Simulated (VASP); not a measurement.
# C (Fm-3m) in VASP: a series of runs

C is run at these levels: PBE; tasks: single point, relaxation of cell and atoms.

Program: VASP 6.6.1. These are calculated values, not measurements. Logs are shortened: lines on timing, memory, paths and dates and some standing lists are left out, and cuts for length are marked.

**1. The cell of the first run**

The structure is cubic, space group Fm-3m (No. 225). Conventional cell: a = 4.341 Å, b = 4.341 Å, c = 4.341 Å, α = 90.00°, β = 90.00°, γ = 90.00°. Within 2.5 Å of C (site symmetry -43m) lie 10 C at 1.88 to 2.17 Å. C (site symmetry m-3m) has 8 C at 1.88 Å within 2.5 Å.

**2. Single point, PBE**

INCAR reads:

```
PREC     = Accurate       # precision mode
ENCUT    = 600            # plane-wave cutoff, eV
EDIFF    = 1E-6           # SCF threshold, eV
ISMEAR   = 0              # smearing method
SIGMA    = 0.2            # smearing width, eV
LREAL    = False          # projectors in reciprocal space
LASPH    = True           # aspherical terms in the spheres
NELM     = 120            # most SCF steps
ALGO     = Normal         # electronic algorithm
ISIF     = 2              # what is computed and relaxed
LWAVE    = False          # write WAVECAR
LCHARG   = True           # write CHGCAR
GGA      = PE             # functional
LELF     = True           # ELF
LVHAR    = True         
NBANDS   = 21             # bands
GGA_COMPAT= False
```

KPOINTS reads:

```
Automatic mesh
0
Gamma
  12 12 12
```

POSCAR reads:

```
C
1.0
   -2.1707047371      0.0000000000     -2.1707047371
   -2.1707047371     -2.1707047371      0.0000000000
   -4.3414094742      2.1707047371      2.1707047371
C
6
Direct
    0.6250000000      0.6250000000      0.1250000000
    0.1250000000      0.1250000000      0.6250000000
    0.8750000000      0.8750000000      0.3750000000
    0.3750000000      0.3750000000      0.8750000000
    1.0000000000      1.0000000000      0.0000000000
    0.5000000000      0.5000000000      0.5000000000
```

Potentials or basis: VASP PAW PBE potentials, release 64 (C).

Run with:

```sh
$ cat potpaw_PBE.64/C/POTCAR > POTCAR
$ mpirun -np 1 vasp_std > vasp.out
```

OUTCAR:

```text
PREC = Accurate
   ENCUT = 600
   EDIFF = 1E-6
   ISMEAR = 0
   LREAL = False
   LASPH = True
   NELM = 120
   ISIF = 2
   GGA = PE

 ion  position               nearest neighbor table
   1  0.625  0.625  0.125-   5 1.88   5 1.88   5 1.88   6 1.88
   2  0.125  0.125  0.625-   6 1.88   6 1.88   5 1.88   6 1.88
   3  0.875  0.875  0.375-   6 1.88   6 1.88   5 1.88   6 1.88
   4  0.375  0.375  0.875-   5 1.88   5 1.88   5 1.88   6 1.88
   5  0.000  0.000  0.000-   1 1.88   1 1.88   4 1.88   4 1.88   3 1.88   4 1.88   1 1.88   2 1.88

   6  0.500  0.500  0.500-   2 1.88   2 1.88   3 1.88   3 1.88   3 1.88   4 1.88   1 1.88   2 1.88

  LATTYP: Found a trigonal (rhomboedric) cell.
 ALAT       =     5.3171189881
 COS(alpha) =     0.8333333333

  Lattice vectors:

 A1 = (  -2.1707047371,   2.1707047371,   4.3414094742)
 A2 = (  -2.1707047371,   4.3414094742,   2.1707047371)
 A3 = (  -4.3414094742,   2.1707047371,   2.1707047371)

Analysis of symmetry for initial positions (statically):
=====================================================================
 Subroutine PRICEL returns following result:

  LATTYP: Found a face centered cubic cell.
 ALAT       =     4.3414094742

  Lattice vectors:

 A1 = (   2.1707047371,   0.0000000000,  -2.1707047371)
 A2 = (   0.0000000000,   2.1707047371,  -2.1707047371)
 A3 = (   2.1707047371,   2.1707047371,   0.0000000000)

   2 primitive cells build up your supercell.

 Routine SETGRP: Setting up the symmetry group for a
 trigonal (rhombohedral) supercell.

 Subroutine GETGRP returns: Found 12 space group operations
 (whereof 12 operations were pure point group operations)
 out of a pool of 12 trial point group operations.

The static configuration has the point symmetry D_3d.

Analysis of symmetry for dynamics (positions and initial velocities):
=====================================================================
 Subroutine PRICEL returns following result:

  LATTYP: Found a face centered cubic cell.
 ALAT       =     4.3414094742

  Lattice vectors:

 A1 = (   2.1707047371,   0.0000000000,  -2.1707047371)
 A2 = (   0.0000000000,   2.1707047371,  -2.1707047371)
 A3 = (   2.1707047371,   2.1707047371,   0.0000000000)

   2 primitive cells build up your supercell.

 Routine SETGRP: Setting up the symmetry group for a
 trigonal (rhombohedral) supercell.

 Subroutine GETGRP returns: Found 12 space group operations
 (whereof 12 operations were pure point group operations)
 out of a pool of 12 trial point group operations.

The dynamic configuration has the point symmetry D_3d.

 Subroutine INISYM returns: Found 12 space group operations
 (whereof 12 operations are pure point group operations),
 and found     2 'primitive' translations

----------------------------------------------------------------------------------------

                                     Primitive cell

  volume of cell :      20.4565

  direct lattice vectors                    reciprocal lattice vectors
     2.170704737  0.000000000 -2.170704737     0.230339941 -0.230339941 -0.230339941
     0.000000000  2.170704737 -2.170704737    -0.230339941  0.230339941 -0.230339941
     2.170704737  2.170704737  0.000000000     0.230339941  0.230339941  0.230339941

  length of vectors
     3.069840079  3.069840079  3.069840079     0.398960480  0.398960480  0.398960480

  position of ions in fractional coordinates (direct lattice)
     0.750000000  0.750000000  0.750000000
     0.250000000  0.250000000  0.250000000
     0.000000000  1.000000000  0.000000000

  ion indices of the primitive-cell ions
   primitive index   ion index
                 1           1
                 2           3
                 3           6

----------------------------------------------------------------------------------------

 KPOINTS: Automatic mesh

Automatic generation of k-mesh.
 Grid dimensions read from file:
 generate k-points for:   12   12   12

 Generating k-lattice:

  Cartesian coordinates                     Fractional coordinates (reciprocal lattice)
    -0.009597498  0.009597498 -0.028792493     0.083333333  0.000000000  0.000000000
    -0.009597498 -0.028792493  0.009597498     0.000000000  0.083333333  0.000000000
    -0.009597498  0.009597498  0.009597498     0.000000000  0.000000000  0.083333333

  Length of vectors
     0.031831298  0.031831298  0.016623353

  Shift w.r.t. Gamma in fractional coordinates (k-lattice)
     0.000000000  0.000000000  0.000000000

 Subroutine IBZKPT returns following result:
 ===========================================

 Found    189 irreducible k-points:

 Following reciprocal coordinates:
            Coordinates               Weight
  0.000000  0.000000  0.000000      1.000000
  0.083333  0.000000  0.000000      6.000000
  0.166667  0.000000  0.000000      6.000000
  0.250000  0.000000  0.000000      6.000000
  0.333333  0.000000  0.000000      6.000000
  0.416667  0.000000  0.000000      6.000000
[... 16 lines left out ...]
  0.500000  0.166667  0.000000     12.000000
 -0.416667  0.166667  0.000000     12.000000
 [... further k-points ...]
   k-points           NKPTS =    189   k-points in BZ     NKDIM =    189   number of bands    NBANDS=     21
   number of dos      NEDOS =    301   number of ions     NIONS =      6
   total plane-waves  NPLWV =  32928
   dimension x,y,z NGX =    28 NGY =   28 NGZ =   42
   dimension x,y,z NGXF=    56 NGYF=   56 NGZF=   84
   ions per type =               6
   NGX,Y,Z   is equivalent  to a cutoff of  15.16, 15.16, 13.13 a.u.
   NGXF,Y,Z  is equivalent  to a cutoff of  30.33, 30.33, 26.26 a.u.
 SYSTEM =  unknown system
   PREC   = accura    normal or accurate (medium, high low for compatibility)
   ISTART =      0    job   : 0-new  1-cont  2-samecut
   ICHARG =      2    charge: 1-file 2-atom 10-const
   ISPIN  =      1    spin polarized calculation?
   LNONCOLLINEAR =      F non collinear calculations
   LSORBIT =      F    spin-orbit coupling
   LASPH  =      T    aspherical Exc in radial PAW
   ENCUT  =  600.0 eV  44.10 Ry    6.64 a.u.   6.13  6.13 10.62*2*pi/ulx,y,z
   NELM   =    120;   NELMIN=  2; NELMDL= -5     # of ELM steps
   EDIFF  = 0.1E-05   stopping-criterion for ELM
   LREAL  =      F    real-space projection
   EDIFFG = 0.1E-04   stopping-criterion for IOM
   NSW    =      0    number of steps for IOM
   IBRION =     -1    ionic relax: 0-MD 1-quasi-New 2-CG
   NFREE  =      0    steps in history (QN), initial steepest desc. (CG)
   ISIF   =      2    stress and relaxation
   ISYM   =      2    0-nonsym 1-usesym 2-fastsym
   POTIM  = 0.5000    time-step for ionic-motion
   TEBEG  =    0.0;   TEEND  =   0.0 temperature during run
   PSTRESS=    0.0 pullay stress
   NELECT =      24.0000    total number of electrons
   NUPDOWN=      -1.0000    fix difference up-down
   EMIN   =  10.00;   EMAX   =-10.00  energy-range for DOS
   EFERMI =   0.00;   METHOD = LEGACY
   ISMEAR =     0;   SIGMA  =   0.20  broadening in eV -4-tet -1-fermi 0-gaus
   EFERMI_NEDOS =   21; number of points for ismear=-14 and -15
   IALGO  =     38    algorithm
   IMIX   =      4    mixing-type and parameters
     AMIX     =   0.40;   BMIX     =  1.00
     AMIX_MAG =   1.60;   BMIX_MAG =  1.00
  volume/ion in A,a.u.               =       6.82        46.02
  Fermi-wavevector in a.u.,A,eV,Ry     =   1.370433  2.589743 25.552922  1.878087
  Thomas-Fermi vector in A             =   2.496220
   LORBIT       =      0    0 simple, 1 ext, 2 COOP (PROOUT), +10 PAW based schemes
   GGA     = PE    functional components
   LHFCALC =     F    Hartree Fock is set to
   AEXX    =    0.0000 exact exchange contribution
   IVDW    =     0    specifies the selected vdW correction
   LEPSILON=     F    determine dielectric tensor
   LRPA    =     F    only Hartree local field effects (RPA)
 non-spin polarized calculation
 Gauss-broadening in eV      SIGMA  =   0.20
  energy-cutoff  :      600.00
  volume of cell :       40.91
 maximum number of plane-waves:      1401
 NGX is ok and might be reduce to    28
   NGX = 13   NGY = 13   NGZ = 21

 number of electron      24.0000000 magnetization

 Free energy of the ion-electron system (eV)
  ---------------------------------------------------
  ext. energy  EPLUGINS =         0.00000000
  ---------------------------------------------------
  free energy    TOTEN  =       -32.09001789 eV

  energy without entropy =      -32.04583777  energy(sigma->0) =      -32.06792783

 E-fermi :   8.9555     XC(G=0): -12.7059

 val. band max:        8.9546242995   @ k =  -0.2500   0.0000   0.1667
 cond. band min:       8.9579338249   @ k =  -0.1667  -0.3333   0.3333
 fundamental gap:      0.0033095254
 Fermi energy:         8.9555330897

 k-point     1 :       0.0000    0.0000    0.0000
  band No.  band energies     occupation
      1     -11.7126      2.00000
      2      -7.7623      2.00000
      3      -5.9107      2.00000
      4       3.2166      2.00000
      5       3.2166      2.00000
      6       4.9956      2.00000
[... 13 lines left out ...]
     20      14.0508      0.00000
     21      15.2144      0.00000

 k-point     2 :       0.0833    0.0000    0.0000
  band No.  band energies     occupation
      1     -11.5906      2.00000
      2      -7.6807      2.00000
      3      -5.7667      2.00000
      4       1.9570      2.00000
      5       2.9394      2.00000
      6       4.0011      2.00000
[... 13 lines left out ...]
     20      14.2055      0.00000
     21      14.5734      0.00000

 k-point     3 :       0.1667    0.0000    0.0000
  band No.  band energies     occupation
      1     -11.2259      2.00000
      2      -7.4319      2.00000
      3      -5.3477      2.00000
      4       0.0269      2.00000
      5       2.0946      2.00000
      6       2.3645      2.00000
[... 13 lines left out ...]
     20      14.5679      0.00000
     21      14.6910      0.00000

 k-point     4 :       0.2500    0.0000    0.0000
  band No.  band energies     occupation
      1     -10.6219      2.00000
      2      -7.0148      2.00000
      3      -4.7019      2.00000
      4      -1.8691      2.00000
      5       0.2798      2.00000
      6       1.8047      2.00000
[... 13 lines left out ...]
     20      14.9786      0.00000
     21      15.0793      0.00000

 k-point     5 :       0.3333    0.0000    0.0000
  band No.  band energies     occupation
      1      -9.7854      2.00000
      2      -6.4812      2.00000
      3      -4.2425      2.00000
      4      -3.1533      2.00000
      5      -1.3821      2.00000
      6       1.3961      2.00000
[... 13 lines left out ...]
     20      14.7124      0.00000
     21      14.9916      0.00000
[... 382 lines left out ...]
     20      14.5838      0.00000
     21      15.3740      0.00000

 k-point    22 :       0.4167    0.1667   -0.0000
  band No.  band energies     occupation
      1      -9.3242      2.00000
      2      -6.6673      2.00000
      3      -3.7687      2.00000
      4      -2.8893      2.00000
      5      -1.5156      2.00000
      6      -0.5262      2.00000
[... 13 lines left out ...]
     20      14.5919      0.00000
     21      15.9503      0.00000

 k-point    23 :       0.5000    0.1667    0.0000
  band No.  band energies     occupation
      1      -8.2572      2.00000
      2      -6.4008      2.00000
      3      -4.7678      2.00000
      4      -2.1962      2.00000
      5      -2.1623      2.00000
      6      -1.9288      2.00000
[... 13 lines left out ...]
     20      15.2852      0.00000
     21      15.8224      0.00000

 k-point    24 :      -0.4167    0.1667    0.0000
  band No.  band energies     occupation
      1      -7.3147      2.00000
      2      -7.0125      2.00000
      3      -4.2423      2.00000
      4      -3.3277      2.00000
      5      -2.6307      2.00000
      6      -1.6115      2.00000
[... 13 lines left out ...]
     20      14.6754      0.00000
     21      16.0119      0.00000

 [... further k-points ...]
[... 5 lines left out ...]
  --------------------------------------------------------------------------------------
  -------------------------------------------------------------------------------------
  Total        0.0157353      0.0157353      0.0157353      0.0117957     -0.0117957      0.0117957
  in kB        0.6162007      0.6162007      0.6162007      0.4619272     -0.4619272      0.4619272
  external PRESSURE =       0.6162007 kB  Pullay stress =       0.0000000 kB

 VOLUME and BASIS-vectors are now :
 -----------------------------------------------------------------------------
  energy-cutoff  :      600.00
  volume of cell :       40.91
      direct lattice vectors                 reciprocal lattice vectors
    -2.170704737  0.000000000 -2.170704737    -0.115169970  0.115169970 -0.345509911
    -2.170704737 -2.170704737  0.000000000    -0.115169970 -0.345509911  0.115169970
    -4.341409474  2.170704737  2.170704737    -0.115169970  0.115169970  0.115169970

 POSITION                                       TOTAL-FORCE (eV/Angst)
 -----------------------------------------------------------------------------------
     -3.25606     -1.08535     -1.08535        -0.004415      0.004415      0.004415
     -3.25606      1.08535      1.08535        -0.004415      0.004415      0.004415
     -5.42676     -1.08535     -1.08535         0.004415     -0.004415     -0.004415
     -5.42676      1.08535      1.08535         0.004415     -0.004415     -0.004415
      0.00000      0.00000      0.00000         0.000000      0.000000     -0.000000
     -4.34141      0.00000      0.00000        -0.000000     -0.000000      0.000000
 -----------------------------------------------------------------------------------
    total drift:                               -0.000000      0.000000     -0.000000

  FREE ENERGIE OF THE ION-ELECTRON SYSTEM (eV)
  ---------------------------------------------------
  free  energy   TOTEN  =       -32.0900178878 eV

  energy  without entropy=      -32.0458377673  energy(sigma->0) =      -32.06792783
```

Run time: 77 s. Hardware: 1 thread of Intel Xeon 6975P-C (Granite Rapids), shared host; peak memory 0.26 GiB.

What came out:

```yaml
Free_energy: -32.0900 eV
Pressure: 0.1 GPa
Band_gap_on_the_k_mesh: zero (band 12 reaches 10.42 eV, above the bottom of band 13 at 6.17 eV)
```

(Part 1 of 2 ends here.)
